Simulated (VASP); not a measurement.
# MgS (P6_3mc) in VASP: settings compared

The runs below take MgS through single point, with PBE+D4, PBE+D3(BJ), PBE.

Program: VASP 6.6.1. These are calculated values, not measurements. Logs are shortened: lines on timing, memory, paths and dates and some standing lists are left out, and cuts for length are marked.

## 1. The cell of the first run

The structure is hexagonal, space group P6_3mc (No. 186). Conventional cell: a = 4.015 Å, b = 4.015 Å, c = 6.411 Å, α = 90.00°, β = 90.00°, γ = 120.00°. Within 3.2 Å of S (site symmetry 3m) lie 4 Mg at 2.44 to 2.45 Å. Mg (site symmetry 3m) has 4 S at 2.44 to 2.45 Å within 3.2 Å.

## 2. Single point, PBE+D4

Contents of INCAR:

```
PREC = Accurate ; ENCUT = 520
EDIFF = 1E-6 ; ISMEAR = -1
SIGMA = 0.05 ; LREAL = F
LASPH = T ; NELM = 100
ALGO = Normal ; ISIF = 2
LWAVE = F ; LCHARG = T
GGA = PE ; IVDW = 13
LELF = T ; LVHAR = T
NBANDS = 16
```

Contents of KPOINTS:

```
Automatic mesh
0
Gamma
  8 8 4
```

Contents of POSCAR:

```
MgS
1.0
    4.0151137954      0.0000000000      0.0000000000
   -2.0075568977      3.4771905459      0.0000000000
    0.0000000000      0.0000000000      6.4106649061
S Mg
2 2
Direct
    0.6666666667      0.3333333333      0.8784269930
    0.3333333333      0.6666666667      0.3784269930
    0.3333333333      0.6666666667      0.9965720070
    0.6666666667      0.3333333333      0.4965720070
```

Potentials or basis: VASP PAW PBE potentials, release 64 (S, Mg).

Launch:

```console
> cat potpaw_PBE.64/S/POTCAR potpaw_PBE.64/Mg/POTCAR > POTCAR
> mpirun -np 1 vasp_std > vasp.out
```

OUTCAR:

```text
PREC = Accurate
   ENCUT = 520
   EDIFF = 1E-6
   ISMEAR = -1
   LREAL = F
   LASPH = T
   NELM = 100
   ISIF = 2
   GGA = PE
   IVDW = 13

 ion  position               nearest neighbor table
   1  0.667  0.333  0.878-   3 2.44   3 2.44   3 2.44   4 2.45
   2  0.333  0.667  0.378-   4 2.44   4 2.44   4 2.44   3 2.45
   3  0.333  0.667  0.997-   1 2.44   1 2.44   1 2.44   2 2.45
   4  0.667  0.333  0.497-   2 2.44   2 2.44   2 2.44   1 2.45

  LATTYP: Found a hexagonal cell.
 ALAT       =     4.0151137954
 C/A-ratio  =     1.5966334288

  Lattice vectors:

 A1 = (   4.0151137954,   0.0000000000,   0.0000000000)
 A2 = (  -2.0075568977,   3.4771905459,   0.0000000000)
 A3 = (   0.0000000000,   0.0000000000,   6.4106649061)

Analysis of symmetry for initial positions (statically):
=====================================================================
 Subroutine PRICEL returns:
 Original cell was already a primitive cell.

 Routine SETGRP: Setting up the symmetry group for a
 hexagonal supercell.

 Subroutine GETGRP returns: Found 12 space group operations
 (whereof  6 operations were pure point group operations)
 out of a pool of 24 trial point group operations.

The static configuration has the point symmetry C_3v.
 The point group associated with its full space group is C_6v.

Analysis of symmetry for dynamics (positions and initial velocities):
=====================================================================
 Subroutine PRICEL returns:
 Original cell was already a primitive cell.

 Routine SETGRP: Setting up the symmetry group for a
 hexagonal supercell.

 Subroutine GETGRP returns: Found 12 space group operations
 (whereof  6 operations were pure point group operations)
 out of a pool of 24 trial point group operations.

The dynamic configuration has the point symmetry C_3v.
 The point group associated with its full space group is C_6v.

 Subroutine INISYM returns: Found 12 space group operations
 (whereof  6 operations are pure point group operations),
 and found     1 'primitive' translations

----------------------------------------------------------------------------------------

                                     Primitive cell

  volume of cell :      89.5013

  direct lattice vectors                    reciprocal lattice vectors
     4.015113795  0.000000000  0.000000000     0.249058944  0.143794248  0.000000000
    -2.007556898  3.477190546  0.000000000     0.000000000  0.287588496  0.000000000
     0.000000000  0.000000000  6.410664906     0.000000000  0.000000000  0.155990059

  length of vectors
     4.015113795  4.015113795  6.410664906     0.287588496  0.287588496  0.155990059

  position of ions in fractional coordinates (direct lattice)
     0.666666667  0.333333333  0.878426993
     0.333333333  0.666666667  0.378426993
     0.333333333  0.666666667  0.996572007
     0.666666667  0.333333333  0.496572007

  ion indices of the primitive-cell ions
   primitive index   ion index
                 1           1
                 2           2
                 3           3
                 4           4

----------------------------------------------------------------------------------------

 KPOINTS: Automatic mesh

Automatic generation of k-mesh.
 Grid dimensions read from file:
 generate k-points for:    8    8    4

 Generating k-lattice:

  Cartesian coordinates                     Fractional coordinates (reciprocal lattice)
     0.031132368  0.017974281  0.000000000     0.125000000  0.000000000  0.000000000
     0.000000000  0.035948562  0.000000000     0.000000000  0.125000000  0.000000000
     0.000000000  0.000000000  0.038997515     0.000000000  0.000000000  0.250000000

  Length of vectors
     0.035948562  0.035948562  0.038997515

  Shift w.r.t. Gamma in fractional coordinates (k-lattice)
     0.000000000  0.000000000  0.000000000

 Subroutine IBZKPT returns following result:
 ===========================================

 Found     30 irreducible k-points:

 Following reciprocal coordinates:
            Coordinates               Weight
  0.000000  0.000000  0.000000      1.000000
  0.125000  0.000000  0.000000      6.000000
  0.250000  0.000000  0.000000      6.000000
  0.375000  0.000000  0.000000      6.000000
  0.500000  0.000000  0.000000      3.000000
  0.125000  0.125000  0.000000      6.000000
[... 16 lines left out ...]
  0.250000  0.000000  0.500000      6.000000
  0.375000  0.000000  0.500000      6.000000
 [... further k-points ...]
   k-points           NKPTS =     30   k-points in BZ     NKDIM =     30   number of bands    NBANDS=     16
   number of dos      NEDOS =    301   number of ions     NIONS =      4
   total plane-waves  NPLWV =  43200
   dimension x,y,z NGX =    30 NGY =   30 NGZ =   48
   dimension x,y,z NGXF=    60 NGYF=   60 NGZF=   96
   ions per type =               2   2
   NGX,Y,Z   is equivalent  to a cutoff of  12.42, 12.42, 12.45 a.u.
   NGXF,Y,Z  is equivalent  to a cutoff of  24.84, 24.84, 24.90 a.u.
 SYSTEM =  unknown system
   PREC   = accura    normal or accurate (medium, high low for compatibility)
   ISTART =      0    job   : 0-new  1-cont  2-samecut
   ICHARG =      2    charge: 1-file 2-atom 10-const
   ISPIN  =      1    spin polarized calculation?
   LNONCOLLINEAR =      F non collinear calculations
   LSORBIT =      F    spin-orbit coupling
   LASPH  =      T    aspherical Exc in radial PAW
   ENCUT  =  520.0 eV  38.22 Ry    6.18 a.u.   7.47  7.47 11.92*2*pi/ulx,y,z
   NELM   =    100;   NELMIN=  2; NELMDL= -5     # of ELM steps
   EDIFF  = 0.1E-05   stopping-criterion for ELM
   LREAL  =      F    real-space projection
   EDIFFG = 0.1E-04   stopping-criterion for IOM
   NSW    =      0    number of steps for IOM
   IBRION =     -1    ionic relax: 0-MD 1-quasi-New 2-CG
   NFREE  =      0    steps in history (QN), initial steepest desc. (CG)
   ISIF   =      2    stress and relaxation
   ISYM   =      2    0-nonsym 1-usesym 2-fastsym
   POTIM  = 0.5000    time-step for ionic-motion
   TEBEG  =    0.0;   TEEND  =   0.0 temperature during run
   PSTRESS=    0.0 pullay stress
   NELECT =      16.0000    total number of electrons
   NUPDOWN=      -1.0000    fix difference up-down
   EMIN   =  10.00;   EMAX   =-10.00  energy-range for DOS
   EFERMI =   0.00;   METHOD = LEGACY
   ISMEAR =    -1;   SIGMA  =   0.05  broadening in eV -4-tet -1-fermi 0-gaus
   EFERMI_NEDOS =   21; number of points for ismear=-14 and -15
   IALGO  =     38    algorithm
   IMIX   =      4    mixing-type and parameters
     AMIX     =   0.40;   BMIX     =  1.00
     AMIX_MAG =   1.60;   BMIX_MAG =  1.00
  volume/ion in A,a.u.               =      22.38       151.00
  Fermi-wavevector in a.u.,A,eV,Ry     =   0.922228  1.742758 11.571818  0.850505
  Thomas-Fermi vector in A             =   2.047732
   LORBIT       =      0    0 simple, 1 ext, 2 COOP (PROOUT), +10 PAW based schemes
   GGA     = PE    functional components
   LHFCALC =     F    Hartree Fock is set to
   AEXX    =    0.0000 exact exchange contribution
   IVDW    =    13    specifies the selected vdW correction
   LEPSILON=     F    determine dielectric tensor
   LRPA    =     F    only Hartree local field effects (RPA)
 non-spin polarized calculation
  energy-cutoff  :      520.00
  volume of cell :       89.50
 maximum number of plane-waves:      2436
 NGX is ok and might be reduce to    30
   NGX = 15   NGY = 15   NGZ = 23

 number of electron      16.0000003 magnetization

 Free energy of the ion-electron system (eV)
  ---------------------------------------------------
  ext. energy  EPLUGINS =         0.00000000
  ---------------------------------------------------
  free energy    TOTEN  =       -16.96627791 eV

  energy without entropy =      -16.96627791  energy(sigma->0) =      -16.96627791

 E-fermi :   2.3021     XC(G=0):  -8.4334

 val. band max:        1.2635230254   @ k =   0.0000   0.0000   0.0000
 cond. band min:       4.7805540954   @ k =   0.0000   0.0000   0.0000
 fundamental gap:      3.5170310700
 Fermi energy:         2.3020502509

 k-point     1 :       0.0000    0.0000    0.0000
  band No.  band energies     occupation
      1     -10.1747      2.00000
      2      -9.4264      2.00000
      3      -1.9935      2.00000
      4       0.7032      2.00000
      5       0.7032      2.00000
      6       1.1253      2.00000
[... 8 lines left out ...]
     15       9.8173      0.00000
     16      10.4801      0.00000

 k-point     2 :       0.1250    0.0000    0.0000
  band No.  band energies     occupation
      1     -10.0965      2.00000
      2      -9.3877      2.00000
      3      -1.8709      2.00000
      4       0.2309      2.00000
      5       0.5758      2.00000
      6       0.6230      2.00000
[... 8 lines left out ...]
     15       9.8227      0.00000
     16      10.0734      0.00000

 k-point     3 :       0.2500    0.0000    0.0000
  band No.  band energies     occupation
      1      -9.8878      2.00000
      2      -9.3006      2.00000
      3      -1.5307      2.00000
      4      -0.6909      2.00000
      5      -0.2415      2.00000
      6       0.3197      2.00000
[... 8 lines left out ...]
     15      10.0082      0.00000
     16      10.4521      0.00000

 k-point     4 :       0.3750    0.0000    0.0000
  band No.  band energies     occupation
      1      -9.6313      2.00000
      2      -9.2392      2.00000
      3      -1.5019      2.00000
      4      -1.0288      2.00000
      5      -0.8696      2.00000
      6       0.1050      2.00000
[... 8 lines left out ...]
     15      10.1464      0.00000
     16      11.9804      0.00000
[... 324 lines left out ...]
 k-point    22 :       0.1250    0.0000    0.5000
  band No.  band energies     occupation
      1      -9.7693      2.00000
      2      -9.7693      2.00000
      3      -0.7319      2.00000
      4      -0.7319      2.00000
      5       0.6278      2.00000
      6       0.6278      2.00000
[... 8 lines left out ...]
     15       9.3496      0.00000
     16       9.3496      0.00000

 k-point    23 :       0.2500    0.0000    0.5000
  band No.  band energies     occupation
      1      -9.6108      2.00000
      2      -9.6108      2.00000
      3      -1.1038      2.00000
      4      -1.1038      2.00000
      5       0.3546      2.00000
      6       0.3546      2.00000
[... 8 lines left out ...]
     15      10.0467      0.00000
     16      10.0467      0.00000

 k-point    24 :       0.3750    0.0000    0.5000
  band No.  band energies     occupation
      1      -9.4387      2.00000
      2      -9.4387      2.00000
      3      -1.6399      2.00000
      4      -1.6399      2.00000
      5       0.3971      2.00000
      6       0.3971      2.00000
[... 8 lines left out ...]
     15      10.4954      0.00000
     16      10.4954      0.00000

 [... further k-points ...]

------------------------ aborting loop because EDIFF is reached ----------------------------------------

  DFT-D4 for vdW energy calculation

  Edisp (eV):   -0.91308

  FORCE on cell =-STRESS in cart. coord.  units (eV):
  Direction    XX          YY          ZZ          XY          YZ          ZX
  --------------------------------------------------------------------------------------
  -------------------------------------------------------------------------------------
  Total      -0.07982    -0.07982    -0.06494     0.00000     0.00000     0.00000
  in kB      -1.42879    -1.42879    -1.16246     0.00000     0.00000     0.00000
  external pressure =       -1.34 kB  Pullay stress =        0.00 kB

 VOLUME and BASIS-vectors are now :
 -----------------------------------------------------------------------------
  energy-cutoff  :      520.00
  volume of cell :       89.50
      direct lattice vectors                 reciprocal lattice vectors
     4.015113795  0.000000000  0.000000000     0.249058944  0.143794248  0.000000000
    -2.007556898  3.477190546  0.000000000     0.000000000  0.287588496  0.000000000
     0.000000000  0.000000000  6.410664906     0.000000000  0.000000000  0.155990059

 POSITION                                       TOTAL-FORCE (eV/Angst)
 -----------------------------------------------------------------------------------
      2.00756      1.15906      5.63130        -0.000000      0.000000     -0.006754
     -0.00000      2.31813      2.42597         0.000000      0.000000     -0.006754
     -0.00000      2.31813      6.38869         0.000000      0.000000      0.006754
      2.00756      1.15906      3.18336        -0.000000      0.000000      0.006754
 -----------------------------------------------------------------------------------
    total drift:                                0.000000      0.000000      0.000372

  FREE ENERGIE OF THE ION-ELECTRON SYSTEM (eV)
  ---------------------------------------------------
  free  energy   TOTEN  =       -17.8793608628 eV

  energy  without entropy=      -17.8793608627  energy(sigma->0) =      -17.87936086
```

Run time: 51 s. Hardware: 1 thread of Intel Xeon 8259CL, shared host; peak memory 0.21 GiB.

Results:

- Free energy: -17.8794 eV
- Pressure: -0.1 GPa
- Largest force: 0.007 eV/Å
- Band gap on the k mesh: 3.52 eV
- Dispersion energy per atom: -0.228 eV

Forces in eV/Å, atoms in the order of the input:
```
S    0.000  0.000 -0.007
S    0.000  0.000 -0.007
Mg   0.000  0.000  0.007
Mg   0.000  0.000  0.007
```

Levels at points of the mesh, in eV from the valence-band top:
| k point | band 6 | band 7 | band 8 | band 9 | band 10 | band 11 |
| --- | --- | --- | --- | --- | --- | --- |
| (0.00, 0.00, 0.00) | -0.14 | -0.14 | 0.00 | 3.52 | 4.74 | 7.53 |
| (0.50, 0.00, 0.00) | -1.24 | -0.94 | -0.46 | 4.75 | 5.22 | 5.85 |
| (0.00, 0.00, 0.50) | -0.36 | -0.36 | -0.36 | 4.99 | 4.99 | 7.67 |
| (0.50, 0.00, 0.50) | -0.89 | -0.81 | -0.81 | 4.67 | 4.67 | 6.33 |

[end of part 1 of 2]
